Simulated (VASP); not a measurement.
Wanted: the native input for a VASP 6.6.1 run.

```yaml
Task: single point
Functional: PBE
Potentials_or_basis: VASP PAW PBE potentials, release 64 (Zn, Cu, Sn_d, S)
Cutoff: 520 eV
k_mesh: 10 × 10 × 10
Occupations: gaussian, width 0.01 eV
Spin: no spin polarisation
Dipole_correction: no
Further_INCAR_settings: ALGO = Normal; EDIFF = 1e-06; NBANDS = 46
```

The structure of ZnCu2SnS4 lies in POSCAR:

```
ZnCu2SnS4
1.0
   -2.7355785531      2.7355785531      5.4622111813
    2.7355785531     -2.7355785531      5.4622111813
    2.7355785531      2.7355785531     -5.4622111813
Zn Cu Sn S
1 2 1 4
Direct
    0.2500000000      0.7500000000      0.5000000000
    0.0000000000      0.0000000000      0.0000000000
    0.7500000000      0.2500000000      0.5000000000
    0.5000000000      0.5000000000      0.0000000000
    0.3711002332      0.8956013464      1.0079414309
    0.1043986536      0.1123400845      0.4754988868
    0.8876599155      0.3631588023     -0.0079414309
    0.6368411977      0.6288997668      0.5245011132
```

The input as run:

INCAR

```
SYSTEM = ZnCu2SnS4
ALGO     = Normal         ! electronic algorithm
EDIFF    = 1E-6           ! SCF threshold, eV
ENCUT    = 520            ! plane-wave cutoff, eV
GGA      = PE             ! functional
ISIF     = 2              ! what is computed and relaxed
ISMEAR   = 0              ! smearing method
LASPH    = .True.         ! aspherical terms in the spheres
LCHARG   = .True.         ! write CHGCAR
LELF     = .True.         ! ELF
LREAL    = .False.        ! projectors in reciprocal space
LVHAR    = .True.       
LWAVE    = .False.        ! write WAVECAR
NBANDS   = 46             ! bands
NELM     = 100            ! most SCF steps
PREC     = Accurate       ! precision mode
SIGMA    = 0.01           ! smearing width, eV
```

KPOINTS

```
k-points
0
Gamma
  10 10 10
  0 0 0
```

Potentials or basis: VASP PAW PBE potentials, release 64 (Zn, Cu, Sn_d, S).

Launch:

```bash
$ cat potpaw_PBE.64/Zn/POTCAR potpaw_PBE.64/Cu/POTCAR potpaw_PBE.64/Sn_d/POTCAR potpaw_PBE.64/S/POTCAR > POTCAR
$ mpirun -np 1 vasp_std > vasp.out
```

Results of the run:

* Pressure: 0.1 GPa
* Largest force: 0.033 eV/Å
* Band gap on the k mesh: 0.07 eV, direct

Caveat: spin-orbit coupling is left out, which moves the levels of the heavy elements.

Wall time 45 min on 1 thread of AMD EPYC 7R43 64-Core Processor (Zen 3), on a shared host, peak memory 1 GiB.
